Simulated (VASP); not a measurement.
# InSb (I-4m2) in VASP: relaxation of the atoms with PBE

Aim: the relaxation of the atoms of InSb with PBE.

Everything below comes from runs of VASP 6.6.1. Logs are shortened: lines on timing, memory, paths and dates and some standing lists are left out, and cuts for length are marked.

**1. The cell of the first run**

The structure is tetragonal, space group I-4m2 (No. 119). The conventional cell has a = 4.581 Å, b = 4.581 Å, c = 6.673 Å, α = 90.00°, β = 90.00°, γ = 90.00°. In (site symmetry -4m2) has 4 Sb at 2.83 Å within 3.7 Å. Within 3.7 Å of Sb (site symmetry -4m2) lie 4 In at 2.83 Å.

**2. Relaxation of the atoms, PBE (z stretched by +3 %)**

Contents of INCAR:

```
SYSTEM = InSb
  ALGO = Normal
  EDIFF = 1E-7
  EDIFFG = -0.02
  ENCUT = 520
  GGA = PE
  IBRION = 2
  ISIF = 2
  ISMEAR = -1
  LASPH = .TRUE.
  LCHARG = .FALSE.
  LREAL = .FALSE.
  LWAVE = .FALSE.
  NELM = 60
  NSW = 80
  PREC = Accurate
  SIGMA = 0.05
```

Contents of KPOINTS:

```
k-points
0
G
  12 12 12
  0 0 0
```

Contents of POSCAR:

```
InSb
1.0
    0.0000000000      3.2391000000      3.3362730000
    3.2391000000      0.0000000000      3.3362730000
    3.2391000000      3.2391000000      0.0000000000
In Sb
1 1
Direct
    0.0000000000      0.0000000000      0.0000000000
    0.7500000000      0.7500000000      0.7500000000
```

Potentials or basis: VASP PAW PBE potentials, release 64 (In_d, Sb).

Launch:

```
> cat potpaw_PBE.64/In_d/POTCAR potpaw_PBE.64/Sb/POTCAR > POTCAR
> mpirun -np 1 vasp_std > vasp.out
```

OUTCAR:

```text
SYSTEM = InSb
   EDIFF = 1E-7
   EDIFFG = -0.02
   ENCUT = 520
   GGA = PE
   IBRION = 2
   ISIF = 2
   ISMEAR = -1
   LASPH = .TRUE.
   LREAL = .FALSE.
   NELM = 60
   NSW = 80
   PREC = Accurate

 ion  position               nearest neighbor table
   1  0.000  0.000  0.000-   2 2.83   2 2.83   2 2.83   2 2.83
   2  0.750  0.750  0.750-   1 2.83   1 2.83   1 2.83   1 2.83

  LATTYP: Found a body centered tetragonal cell.
 ALAT       =     4.5807791499
 C/A-ratio  =     1.4566399692

  Lattice vectors:

 A1 = (  -3.2391000000,   0.0000000000,   3.3362730000)
 A2 = (   3.2391000000,   0.0000000000,   3.3362730000)
 A3 = (   0.0000000000,   3.2391000000,  -3.3362730000)

Analysis of symmetry for initial positions (statically):
=====================================================================
 Subroutine PRICEL returns:
 Original cell was already a primitive cell.

 Routine SETGRP: Setting up the symmetry group for a
 body centered tetragonal supercell.

 Subroutine GETGRP returns: Found  8 space group operations
 (whereof  8 operations were pure point group operations)
 out of a pool of 16 trial point group operations.

The static configuration has the point symmetry D_2d.

Analysis of symmetry for dynamics (positions and initial velocities):
=====================================================================
 Subroutine PRICEL returns:
 Original cell was already a primitive cell.

 Routine SETGRP: Setting up the symmetry group for a
 body centered tetragonal supercell.

 Subroutine GETGRP returns: Found  8 space group operations
 (whereof  8 operations were pure point group operations)
 out of a pool of 16 trial point group operations.

The dynamic configuration has the point symmetry D_2d.

 Subroutine INISYM returns: Found  8 space group operations
 (whereof  8 operations are pure point group operations),
 and found     1 'primitive' translations

----------------------------------------------------------------------------------------

                                     Primitive cell

  volume of cell :      70.0068

  direct lattice vectors                    reciprocal lattice vectors
     0.000000000  3.239100000  3.336273000    -0.154363867  0.154363867  0.149867832
     3.239100000  0.000000000  3.336273000     0.154363867 -0.154363867  0.149867832
     3.239100000  3.239100000  0.000000000     0.154363867  0.154363867 -0.149867832

  length of vectors
     4.649998531  4.649998531  4.580779150     0.264795720  0.264795720  0.264795720

  position of ions in fractional coordinates (direct lattice)
     0.000000000  0.000000000  0.000000000
     0.750000000  0.750000000  0.750000000

  ion indices of the primitive-cell ions
   primitive index   ion index
                 1           1
                 2           2

----------------------------------------------------------------------------------------

 KPOINTS: k-points

Automatic generation of k-mesh.
 Grid dimensions read from file:
 generate k-points for:   12   12   12

 Generating k-lattice:

  Cartesian coordinates                     Fractional coordinates (reciprocal lattice)
    -0.012863656  0.012863656  0.012488986     0.083333333  0.000000000  0.000000000
     0.012863656 -0.012863656  0.012488986     0.000000000  0.083333333  0.000000000
     0.012863656  0.012863656 -0.012488986    -0.000000000 -0.000000000  0.083333333

  Length of vectors
     0.022066310  0.022066310  0.022066310

  Shift w.r.t. Gamma in fractional coordinates (k-lattice)
     0.000000000  0.000000000  0.000000000

 Subroutine IBZKPT returns following result:
 ===========================================

 Found    163 irreducible k-points:

 Following reciprocal coordinates:
            Coordinates               Weight
  0.000000  0.000000  0.000000      1.000000
  0.083333 -0.000000  0.000000      8.000000
  0.166667 -0.000000  0.000000      8.000000
  0.250000  0.000000  0.000000      8.000000
  0.333333 -0.000000  0.000000      8.000000
  0.416667  0.000000  0.000000      8.000000
[... 16 lines left out ...]
  0.500000  0.166667  0.000000      8.000000
 -0.416667  0.166667  0.000000      8.000000
 [... further k-points ...]
   k-points           NKPTS =    163   k-points in BZ     NKDIM =    163   number of bands    NBANDS=     13
   number of dos      NEDOS =    301   number of ions     NIONS =      2
   total plane-waves  NPLWV =  46656
   dimension x,y,z NGX =    36 NGY =   36 NGZ =   36
   dimension x,y,z NGXF=    72 NGYF=   72 NGZF=   72
   ions per type =               1   1
   NGX,Y,Z   is equivalent  to a cutoff of  12.87, 12.87, 13.07 a.u.
   NGXF,Y,Z  is equivalent  to a cutoff of  25.74, 25.74, 26.13 a.u.
 SYSTEM =  InSb
   PREC   = accura    normal or accurate (medium, high low for compatibility)
   ISTART =      0    job   : 0-new  1-cont  2-samecut
   ICHARG =      2    charge: 1-file 2-atom 10-const
   ISPIN  =      1    spin polarized calculation?
   LNONCOLLINEAR =      F non collinear calculations
   LSORBIT =      F    spin-orbit coupling
   LASPH  =      T    aspherical Exc in radial PAW
   ENCUT  =  520.0 eV  38.22 Ry    6.18 a.u.   8.65  8.65  8.52*2*pi/ulx,y,z
   NELM   =     60;   NELMIN=  2; NELMDL= -5     # of ELM steps
   EDIFF  = 0.1E-06   stopping-criterion for ELM
   LREAL  =      F    real-space projection
   EDIFFG = -.2E-01   stopping-criterion for IOM
   NSW    =     80    number of steps for IOM
   IBRION =      2    ionic relax: 0-MD 1-quasi-New 2-CG
   NFREE  =      1    steps in history (QN), initial steepest desc. (CG)
   ISIF   =      2    stress and relaxation
   ISYM   =      2    0-nonsym 1-usesym 2-fastsym
   POTIM  = 0.5000    time-step for ionic-motion
   TEBEG  =    0.0;   TEEND  =   0.0 temperature during run
   PSTRESS=    0.0 pullay stress
   NELECT =      18.0000    total number of electrons
   NUPDOWN=      -1.0000    fix difference up-down
   EMIN   =  10.00;   EMAX   =-10.00  energy-range for DOS
   EFERMI =   0.00;   METHOD = LEGACY
   ISMEAR =    -1;   SIGMA  =   0.05  broadening in eV -4-tet -1-fermi 0-gaus
   EFERMI_NEDOS =   21; number of points for ismear=-14 and -15
   IALGO  =     38    algorithm
   IMIX   =      4    mixing-type and parameters
     AMIX     =   0.40;   BMIX     =  1.00
     AMIX_MAG =   1.60;   BMIX_MAG =  1.00
  volume/ion in A,a.u.               =      35.00       236.21
  Fermi-wavevector in a.u.,A,eV,Ry     =   1.041004  1.967212 14.744477  1.083689
  Thomas-Fermi vector in A             =   2.175605
   LORBIT       =      0    0 simple, 1 ext, 2 COOP (PROOUT), +10 PAW based schemes
   GGA     = PE    functional components
   LHFCALC =     F    Hartree Fock is set to
   AEXX    =    0.0000 exact exchange contribution
   IVDW    =     0    specifies the selected vdW correction
   LEPSILON=     F    determine dielectric tensor
   LRPA    =     F    only Hartree local field effects (RPA)
 conjugate gradient relaxation of ions
 non-spin polarized calculation
  energy-cutoff  :      520.00
  volume of cell :       70.01
 maximum number of plane-waves:      1911
   NGX = 17   NGY = 17   NGZ = 17

 number of electron      17.9999999 magnetization

 Free energy of the ion-electron system (eV)
  ---------------------------------------------------
  ext. energy  EPLUGINS =         0.00000000
  ---------------------------------------------------
  free energy    TOTEN  =        -6.93419233 eV

  energy without entropy =       -6.93396727  energy(sigma->0) =       -6.93407980

 E-fermi :   4.9186     XC(G=0):  -8.5623

 val. band max:        4.8502834555   @ k =   0.0000   0.0000   0.0000
 cond. band min:       5.2795981192   @ k =   0.5000   0.0000   0.0000
 fundamental gap:      0.4293146636
 Fermi energy:         4.9186026914

 k-point     1 :       0.0000    0.0000    0.0000
  band No.  band energies     occupation
      1      -9.7485      2.00000
      2      -9.7421      2.00000
      3      -9.7421      2.00000
      4      -9.6695      2.00000
      5      -9.6651      2.00000
      6      -5.7331      2.00000
      7       4.4396      1.99986
      8       4.7000      1.97504
      9       4.8503      1.59359
     10       4.8503      1.59359
     11       7.7468      0.00000
     12       7.7468      0.00000
     13       7.8137      0.00000

 k-point     2 :       0.0833   -0.0000    0.0000
  band No.  band energies     occupation
      1      -9.7491      2.00000
      2      -9.7431      2.00000
      3      -9.7408      2.00000
      4      -9.6697      2.00000
      5      -9.6651      2.00000
      6      -5.6724      2.00000
      7       3.4973      2.00000
      8       4.6514      1.99049
      9       4.7595      1.92025
     10       5.4504      0.00005
     11       7.8431      0.00000
     12       7.8817      0.00000
     13       7.9682      0.00000

 k-point     3 :       0.1667   -0.0000    0.0000
  band No.  band energies     occupation
      1      -9.7552      2.00000
      2      -9.7410      2.00000
      3      -9.7374      2.00000
      4      -9.6700      2.00000
      5      -9.6650      2.00000
      6      -5.4951      2.00000
      7       2.3375      2.00000
      8       4.4192      1.99991
      9       4.5458      1.99884
     10       5.7029      0.00000
     11       8.1823      0.00000
     12       8.1950      0.00000
     13       8.4969      0.00000
[... 305 lines left out ...]
 k-point    23 :       0.5000    0.1667    0.0000
  band No.  band energies     occupation
      1      -9.7915      2.00000
      2      -9.7247      2.00000
      3      -9.7197      2.00000
      4      -9.6679      2.00000
      5      -9.6667      2.00000
      6      -4.3450      2.00000
      7      -0.5647      2.00000
      8       2.6027      2.00000
      9       3.5519      2.00000
     10       6.5515      0.00000
     11       8.3310      0.00000
     12       9.5282      0.00000
     13      10.5768      0.00000

 k-point    24 :      -0.4167    0.1667    0.0000
  band No.  band energies     occupation
      1      -9.7910      2.00000
      2      -9.7252      2.00000
      3      -9.7205      2.00000
      4      -9.6696      2.00000
      5      -9.6648      2.00000
      6      -4.2956      2.00000
      7      -0.6382      2.00000
      8       2.4523      2.00000
      9       3.6826      2.00000
     10       6.5397      0.00000
     11       8.4525      0.00000
     12       9.3268      0.00000
     13      11.1208      0.00000

 [... further k-points ...]

------------------------ aborting loop because EDIFF is reached ----------------------------------------

  FORCE on cell =-STRESS in cart. coord.  units (eV):
  Direction    XX          YY          ZZ          XY          YZ          ZX
  --------------------------------------------------------------------------------------
  -------------------------------------------------------------------------------------
  Total        0.8571659      0.8571659      0.4997447      0.0000000      0.0000000      0.0000000
  in kB       19.6171168     19.6171168     11.4371674      0.0000000      0.0000000      0.0000000
  external PRESSURE =      16.8904670 kB  Pullay stress =       0.0000000 kB

 VOLUME and BASIS-vectors are now :
 -----------------------------------------------------------------------------
  energy-cutoff  :      520.00
  volume of cell :       70.01
      direct lattice vectors                 reciprocal lattice vectors
     0.000000000  3.239100000  3.336273000    -0.154363867  0.154363867  0.149867832
     3.239100000  0.000000000  3.336273000     0.154363867 -0.154363867  0.149867832
     3.239100000  3.239100000  0.000000000     0.154363867  0.154363867 -0.149867832

 POSITION                                       TOTAL-FORCE (eV/Angst)
 -----------------------------------------------------------------------------------
      0.00000      0.00000      0.00000        -0.000000     -0.000000      0.000000
      4.85865      4.85865      5.00441         0.000000      0.000000     -0.000000
 -----------------------------------------------------------------------------------
    total drift:                                0.000000      0.000000      0.000000

  FREE ENERGIE OF THE ION-ELECTRON SYSTEM (eV)
  ---------------------------------------------------
  free  energy   TOTEN  =        -6.9341923327 eV

  energy  without entropy=       -6.9339672662  energy(sigma->0) =       -6.93407980

 reached required accuracy - stopping structural energy minimisation
```

Run time: 3.2 min. Hardware: 1 thread of Oxide Virtual Turin-like, shared host; peak memory 0.29 GiB.

What came out:

| Item | Value |
| --- | --- |
| Free energy | -6.9342 eV |
| Pressure after relaxing | 1.7 GPa |
| Band gap on the k mesh | zero (filled and empty bands touch) |

Final structure:
```
In Sb
1.0
     0.00000    3.23910    3.33627
     3.23910    0.00000    3.33627
     3.23910    3.23910    0.00000
In Sb
1 1
Cartesian
  0.0000 0.0000 0.0000
  4.8586 4.8586 5.0044
```

Caveat: the cell differs from its parent crystal (z stretched by +3 %); the relaxation stopped at its first step, so nothing moved; semilocal functionals underestimate gaps, so a narrow gap can read as zero; spin-orbit coupling is left out, which moves the levels of the heavy elements.
